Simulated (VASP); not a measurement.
# AlN (Fm-3m) in VASP: notebook

The runs below take AlN through vibrations by perturbation theory, dielectric tensor, elastic constants, with PBE, LDA.

All numbers are computed with VASP 6.6.1; they aren't measurements. Logs are shortened: lines on timing, memory, paths and dates and some standing lists are left out, and cuts for length are marked.

## (1) The cell of the first run

Symmetry: Fm-3m, No. 225, cubic system. The conventional cell has a = 4.069 Å, b = 4.069 Å, c = 4.069 Å, α = 90.00°, β = 90.00°, γ = 90.00°. Al (site symmetry m-3m) has 6 N at 2.03 Å within 2.7 Å. N (site symmetry m-3m) has 6 Al at 2.03 Å within 2.7 Å.

## (2) Vibrations by perturbation theory, PBE

Input file INCAR:

```
SYSTEM = AlN
PREC     = Accurate       ! precision mode
ENCUT    = 520            ! plane-wave cutoff, eV
EDIFF    = 1E-8           ! SCF threshold, eV
ISMEAR   = 0              ! smearing method
SIGMA    = 0.01           ! smearing width, eV
LREAL    = .False.        ! projectors in reciprocal space
LASPH    = .True.         ! aspherical terms in the spheres
NELM     = 100            ! most SCF steps
ALGO     = Normal         ! electronic algorithm
ISIF     = 2              ! what is computed and relaxed
LWAVE    = .False.        ! write WAVECAR
LCHARG   = .False.        ! write CHGCAR
GGA      = PE             ! functional
IBRION   = 8              ! ionic algorithm
NSW      = 1              ! ionic steps
LEPSILON = .True.         ! dielectric tensor by DFPT
```

Input file KPOINTS:

```
regular mesh
0
Gamma
  8 8 8
  0 0 0
```

Input file POSCAR:

```
AlN
1.0
    0.0000000000      2.0345180000      2.0345180000
    2.0345180000      0.0000000000      2.0345180000
    2.0345180000      2.0345180000      0.0000000000
Al N
1 1
Direct
    0.5000000000      0.5000000000      0.5000000000
    0.0000000000      0.0000000000      0.0000000000
```

Potentials or basis: VASP PAW PBE potentials, release 64 (Al, N).

Run with:

```sh
cat potpaw_PBE.64/Al/POTCAR potpaw_PBE.64/N/POTCAR > POTCAR
mpirun -np 1 vasp_std > vasp.out
```

OUTCAR:

```text
SYSTEM = AlN
   PREC = Accurate
   ENCUT = 520
   EDIFF = 1E-8
   ISMEAR = 0
   LREAL = .False.
   LASPH = .True.
   NELM = 100
   ISIF = 2
   GGA = PE
   IBRION = 8
   NSW = 1
   LEPSILON = .True.

 ion  position               nearest neighbor table
   1  0.500  0.500  0.500-   2 2.03   2 2.03   2 2.03   2 2.03   2 2.03   2 2.03
   2  0.000  0.000  0.000-   1 2.03   1 2.03   1 2.03   1 2.03   1 2.03   1 2.03

  LATTYP: Found a face centered cubic cell.
 ALAT       =     4.0690360000

  Lattice vectors:

 A1 = (   0.0000000000,   2.0345180000,   2.0345180000)
 A2 = (   2.0345180000,   0.0000000000,   2.0345180000)
 A3 = (   2.0345180000,   2.0345180000,   0.0000000000)

Analysis of symmetry for initial positions (statically):
=====================================================================
 Subroutine PRICEL returns:
 Original cell was already a primitive cell.

 Routine SETGRP: Setting up the symmetry group for a
 face centered cubic supercell.

 Subroutine GETGRP returns: Found 48 space group operations
 (whereof 48 operations were pure point group operations)
 out of a pool of 48 trial point group operations.

The static configuration has the point symmetry O_h .

Analysis of symmetry for dynamics (positions and initial velocities):
=====================================================================
 Subroutine PRICEL returns:
 Original cell was already a primitive cell.

 Routine SETGRP: Setting up the symmetry group for a
 face centered cubic supercell.

 Subroutine GETGRP returns: Found 48 space group operations
 (whereof 48 operations were pure point group operations)
 out of a pool of 48 trial point group operations.

The dynamic configuration has the point symmetry O_h .

 Subroutine INISYM returns: Found 48 space group operations
 (whereof 48 operations are pure point group operations),
 and found     1 'primitive' translations
[... 496 lines left out ...]
    -0.02320 -0.00000  0.00000
    -0.00000  0.01496 -0.00000
     0.00000 -0.00000  0.01496

 MACROSCOPIC STATIC DIELECTRIC TENSOR (including local field effects in DFT)
 ------------------------------------------------------
           5.222760     0.000000     0.000000
          -0.000000     5.222760     0.000000
          -0.000000    -0.000000     5.222760
 ------------------------------------------------------

 PIEZOELECTRIC TENSOR (including local field effects)  for field in x, y, z        (e  Angst)
          XX          YY          ZZ          XY          YZ          ZX
  --------------------------------------------------------------------------------
  x     0.00000     0.00000     0.00000     0.00000     0.00000     0.00000
  y     0.00000     0.00000     0.00000     0.00000     0.00000     0.00000
  z     0.00000     0.00000     0.00000     0.00000     0.00000     0.00000

 PIEZOELECTRIC TENSOR (including local field effects)  for field in x, y, z        (C/m^2)
          XX          YY          ZZ          XY          YZ          ZX
  --------------------------------------------------------------------------------
  x     0.00000     0.00000     0.00000     0.00000     0.00000     0.00000
  y     0.00000     0.00000     0.00000     0.00000     0.00000     0.00000
  z     0.00000     0.00000     0.00000     0.00000     0.00000     0.00000

 BORN EFFECTIVE CHARGES (including local field effects) (in |e|, cummulative output)
 ---------------------------------------------------------------------------------
 ion    1
    1     2.98535    -0.00000    -0.00000
    2     0.00000     2.98535    -0.00000
    3    -0.00000     0.00000     2.98535
 ion    2
    1    -2.98535     0.00000     0.00000
    2    -0.00000    -2.98535     0.00000
    3     0.00000    -0.00000    -2.98535

 INTERNAL STRAIN TENSOR FOR ION    2 for displacements in x,y,z  (eV/Angst):
          X           Y           Z          XY          YZ          ZX
  --------------------------------------------------------------------------------
  x     0.00000     0.00000     0.00000     0.00000     0.00000     0.00000
  y     0.00000     0.00000     0.00000     0.00000     0.00000     0.00000
  z     0.00000     0.00000     0.00000     0.00000     0.00000     0.00000

 SECOND DERIVATIVES (NOT SYMMETRIZED)
 ------------------------------------
               1X          1Y          1Z          2X          2Y          2Z
  1X    -6.584071    0.000000    0.000000    6.584071    0.000000    0.000000
  1Y     0.000000   -6.584071    0.000000    0.000000    6.584071    0.000000
  1Z     0.000000    0.000000   -6.584071    0.000000    0.000000    6.584071
  2X     6.582942    0.000000    0.000000   -6.582942    0.000000    0.000000
  2Y     0.000000    6.582942    0.000000    0.000000   -6.582942    0.000000
  2Z     0.000000    0.000000    6.582942    0.000000    0.000000   -6.582942

 Eigenvectors and eigenvalues of the dynamical matrix
 ----------------------------------------------------

   1 f  =   13.211785 THz    83.012093 2PiTHz  440.697709 cm-1    54.639528 meV
             X         Y         Z           dx          dy          dz
      2.034518  2.034518  2.034518    -0.584531    0.000000    0.000000
      0.000000  0.000000  0.000000     0.811371    0.000000    0.000000
[... 21 lines left out ...]
   6 f/i=    0.000537 THz     0.003374 2PiTHz    0.017909 cm-1     0.002220 meV
             X         Y         Z           dx          dy          dz
      2.034518  2.034518  2.034518    -0.811371    0.000000    0.000000
      0.000000  0.000000  0.000000    -0.584531    0.000000    0.000000

--------------------------------------------------------------------------------------------------------

 MACROSCOPIC STATIC DIELECTRIC TENSOR IONIC CONTRIBUTION
 ------------------------------------------------------
          14.544006     0.000000    -0.000000
           0.000000    14.544006    -0.000000
          -0.000000    -0.000000    14.544006
 ------------------------------------------------------

 ELASTIC MODULI CONTR FROM IONIC RELAXATION (kBar)
 Direction    XX          YY          ZZ          XY          YZ          ZX
 --------------------------------------------------------------------------------
 XX           0.0000      0.0000      0.0000      0.0000      0.0000      0.0000
 YY           0.0000      0.0000      0.0000      0.0000      0.0000      0.0000
 ZZ           0.0000      0.0000      0.0000      0.0000      0.0000      0.0000
 XY           0.0000      0.0000      0.0000      0.0000      0.0000      0.0000
 YZ           0.0000      0.0000      0.0000      0.0000      0.0000      0.0000
 ZX           0.0000      0.0000      0.0000      0.0000      0.0000      0.0000
 --------------------------------------------------------------------------------

 PIEZOELECTRIC TENSOR IONIC CONTR  for field in x, y, z        (C/m^2)
          XX          YY          ZZ          XY          YZ          ZX
  --------------------------------------------------------------------------------
  x     0.00000     0.00000     0.00000     0.00000     0.00000     0.00000
  y     0.00000     0.00000     0.00000     0.00000     0.00000     0.00000
  z     0.00000     0.00000     0.00000     0.00000     0.00000     0.00000
```

OSZICAR:

```text
N       E                     dE             d eps       ncg     rms          rms(c)
DAV:   1     0.700591056740E+01    0.70059E+01   -0.40737E+03   464   0.912E+02
DAV:   2    -0.160104915354E+02   -0.23016E+02   -0.21091E+02   696   0.122E+02
DAV:   3    -0.162735101481E+02   -0.26302E+00   -0.26302E+00   512   0.174E+01
DAV:   4    -0.162741302714E+02   -0.62012E-03   -0.62012E-03   736   0.771E-01
[... 135 lines left out ...]
RMM:   6    -0.236820984836E+00   -0.21727E-04   -0.18938E-07  1496   0.423E-03    0.948E-04
RMM:   7    -0.236818720349E+00    0.22645E-05   -0.17799E-08  1531   0.165E-03    0.819E-05
RMM:   8    -0.236817680077E+00    0.10403E-05   -0.14245E-10  1575   0.156E-04    0.547E-05
RMM:   9    -0.236817452535E+00    0.22754E-06    0.46122E-10  1599   0.574E-05    0.244E-06
RMM:  10    -0.236817460705E+00   -0.81692E-08    0.21305E-09  1577   0.453E-06    0.138E-06
 Linear response finished
```

stdout:

```text
POSCAR found type information on POSCAR AlN
 POSCAR found :  2 types and       2 ions
 scaLAPACK will be used
 LDA part: xc-table for (Slater+PW92), standard interpolation
 POSCAR, INCAR and KPOINTS ok, starting setup
 FFT: planning ... GRIDC
 FFT: planning ... GRID_SOFT
 FFT: planning ... GRID
 WAVECAR not read
 entering main loop
[... 23 lines left out ...]
  Direction:   3
 dielectric tensor                  component  3 :     0.222     1.067     5.223
 Linear response DOF=           2
 Linear response progress:
 first order change of Fermi-energy   0.73482E-05
 force on displaced ion       1 direction 1 :  -6.584   0.000   0.000
 Born effective charge ion    1 direction 1 :   2.980   0.000   0.000
 Linear response progress:
 first order change of Fermi-energy   0.11797E-02
 force on displaced ion       2 direction 1 :  -6.583   0.000   0.000
 Born effective charge ion    2 direction 1 :  -2.991   0.000   0.000
 Born effective charges drift removed
 Linear response finished
```

Wall time 94 s (1 thread of Intel Xeon 8259CL, shared host); peak memory 0.16 GiB.

Results:

| Item | Value |
| --- | --- |
| Electronic dielectric tensor (diagonal) | 5.22 |
| Born charges (mean of the diagonal) | Al +2.99; N -2.99 e |
| Highest phonon frequency at Γ, LO-TO splitting left out | 441 cm⁻¹ |

Phonon frequencies in cm⁻¹ (negative: imaginary):
```tsv
q point	frequencies
(0.000, 0.000, 0.000)	0 0 0 441 441 441
```

Electronic dielectric tensor:
```
5.22 0.00 0.00
0.00 5.22 0.00
0.00 0.00 5.22
```

Born effective charge tensors (e):
atom 1, Al
```
2.99 0.00 0.00
0.00 2.99 0.00
0.00 0.00 2.99
```
atom 2, N
```
-2.99  0.00  0.00
 0.00 -2.99  0.00
 0.00  0.00 -2.99
```

## (3) Dielectric tensor, LDA

Input file INCAR:

```
SYSTEM = AlN
  PREC = Accurate
  ENCUT = 520
  EDIFF = 1E-8
  ISMEAR = 0
  SIGMA = 0.01
  LREAL = .FALSE.
  LASPH = .TRUE.
  NELM = 100
  ALGO = Normal
  ISIF = 2
  LWAVE = .FALSE.
  LCHARG = .FALSE.
  LEPSILON = .TRUE.
```

Input file KPOINTS:

```
Automatic mesh
0
G
  11 11 11
  0 0 0
```

POSCAR is that of step 2.

Potentials or basis: VASP PAW LDA potentials, release 64 (Al, N).

Run with:

```sh
cat potpaw_LDA.64/Al/POTCAR potpaw_LDA.64/N/POTCAR > POTCAR
mpirun -np 1 vasp_std > vasp.out
```

OUTCAR:

```text
SYSTEM = AlN
   PREC = Accurate
   ENCUT = 520
   EDIFF = 1E-8
   ISMEAR = 0
   LREAL = .FALSE.
   LASPH = .TRUE.
   NELM = 100
   ISIF = 2
   LEPSILON = .TRUE.

 ion  position               nearest neighbor table
   1  0.500  0.500  0.500-   2 2.03   2 2.03   2 2.03   2 2.03   2 2.03   2 2.03
   2  0.000  0.000  0.000-   1 2.03   1 2.03   1 2.03   1 2.03   1 2.03   1 2.03

  LATTYP: Found a face centered cubic cell.
 ALAT       =     4.0690360000

  Lattice vectors:

 A1 = (   0.0000000000,   2.0345180000,   2.0345180000)
 A2 = (   2.0345180000,   0.0000000000,   2.0345180000)
 A3 = (   2.0345180000,   2.0345180000,   0.0000000000)

Analysis of symmetry for initial positions (statically):
=====================================================================
 Subroutine PRICEL returns:
 Original cell was already a primitive cell.

 Routine SETGRP: Setting up the symmetry group for a
 face centered cubic supercell.

 Subroutine GETGRP returns: Found 48 space group operations
 (whereof 48 operations were pure point group operations)
 out of a pool of 48 trial point group operations.

The static configuration has the point symmetry O_h .

Analysis of symmetry for dynamics (positions and initial velocities):
=====================================================================
 Subroutine PRICEL returns:
 Original cell was already a primitive cell.

 Routine SETGRP: Setting up the symmetry group for a
 face centered cubic supercell.

 Subroutine GETGRP returns: Found 48 space group operations
 (whereof 48 operations were pure point group operations)
 out of a pool of 48 trial point group operations.

The dynamic configuration has the point symmetry O_h .

[... 440 lines left out ...]
  free  energy   TOTEN  =       -16.2085475390 eV

  energy  without entropy=      -16.2085475390  energy(sigma->0) =      -16.20854754

 HEAD OF MICROSCOPIC STATIC DIELECTRIC TENSOR (INDEPENDENT PARTICLE, excluding Hartree and local field effects)
 ------------------------------------------------------
           5.395552    -0.000000     0.000000
           0.000000     5.395552    -0.000000
           0.000000     0.000000     5.395552
 ------------------------------------------------------

 Free energy of the ion-electron system (eV)
  ---------------------------------------------------
  ---------------------------------------------------
  free energy    TOTEN  =        -0.20625727 eV

  energy without entropy =       -0.20625727

------------------------ aborting loop because EDIFF is reached ----------------------------------------

--------------------------------------- Ionic step        2  -------------------------------------------

------------------------ aborting loop because EDIFF is reached ----------------------------------------

--------------------------------------- Ionic step        3  -------------------------------------------

 Free energy of the ion-electron system (eV)
  ---------------------------------------------------
  ---------------------------------------------------
  free energy    TOTEN  =        -0.20625721 eV

  energy without entropy =       -0.20625721

------------------------ aborting loop because EDIFF is reached ----------------------------------------

 PIEZOELECTRIC TENSOR FIELD DIRECTION 3  (e Angst)
 -----------------------------------------------------------------------------
     0.00000  0.00000  0.00000           ( -0.00001  0.00000  0.00000)
     0.00000  0.00000 -0.00000           (  0.00000 -0.00001  0.00000)
     0.00000 -0.00000 -0.00034           (  0.00000  0.00000 -0.00002)

 PIEZOELECTRIC TENSOR FIELD DIRECTION 3  (C/m^2)
 -----------------------------------------------------------------------------
     0.00000  0.00000  0.00000
     0.00000  0.00000 -0.00000
     0.00000 -0.00000 -0.00032

 MACROSCOPIC STATIC DIELECTRIC TENSOR (including local field effects in DFT)
 ------------------------------------------------------
           5.167926    -0.000000     0.000000
          -0.000000     5.167926     0.000000
          -0.000000    -0.000000     5.167926
 ------------------------------------------------------

 PIEZOELECTRIC TENSOR (including local field effects)  for field in x, y, z        (e  Angst)
          XX          YY          ZZ          XY          YZ          ZX
  --------------------------------------------------------------------------------
  x     0.00000     0.00000     0.00000     0.00000     0.00000     0.00000
  y     0.00000     0.00000     0.00000     0.00000     0.00000     0.00000
  z     0.00000     0.00000     0.00000     0.00000     0.00000     0.00000

 PIEZOELECTRIC TENSOR (including local field effects)  for field in x, y, z        (C/m^2)
          XX          YY          ZZ          XY          YZ          ZX
  --------------------------------------------------------------------------------
  x     0.00000     0.00000     0.00000     0.00000     0.00000     0.00000
  y     0.00000     0.00000     0.00000     0.00000     0.00000     0.00000
  z     0.00000     0.00000     0.00000     0.00000     0.00000     0.00000

 BORN EFFECTIVE CHARGES (including local field effects) (in |e|, cummulative output)
 ---------------------------------------------------------------------------------
 ion    1
    1     2.97406     0.00000     0.00000
    2     0.00000     2.97406     0.00000
    3    -0.00000     0.00000     2.97406
 ion    2
    1    -2.97406    -0.00000    -0.00000
    2    -0.00000    -2.97406    -0.00000
    3     0.00000    -0.00000    -2.97406
```

It took 1.7 min on 1 thread of Intel Xeon 8259CL, shared host; peak memory 0.16 GiB.

What came out:

| Quantity | Value |
| --- | --- |
| Band gap on the k mesh | 4.41 eV, indirect (least direct gap 5.50 eV) |
| Electronic dielectric tensor (diagonal) | 5.17 |
| Born charges (mean of the diagonal) | Al +2.97; N -2.97 e |

Electronic dielectric tensor:
```
5.17 0.00 0.00
0.00 5.17 0.00
0.00 0.00 5.17
```

Born effective charge tensors (e):
atom 1, Al
```
2.97 0.00 0.00
0.00 2.97 0.00
0.00 0.00 2.97
```
atom 2, N
```
-2.97  0.00  0.00
 0.00 -2.97  0.00
 0.00  0.00 -2.97
```

(Part 1 of 2 ends here.)
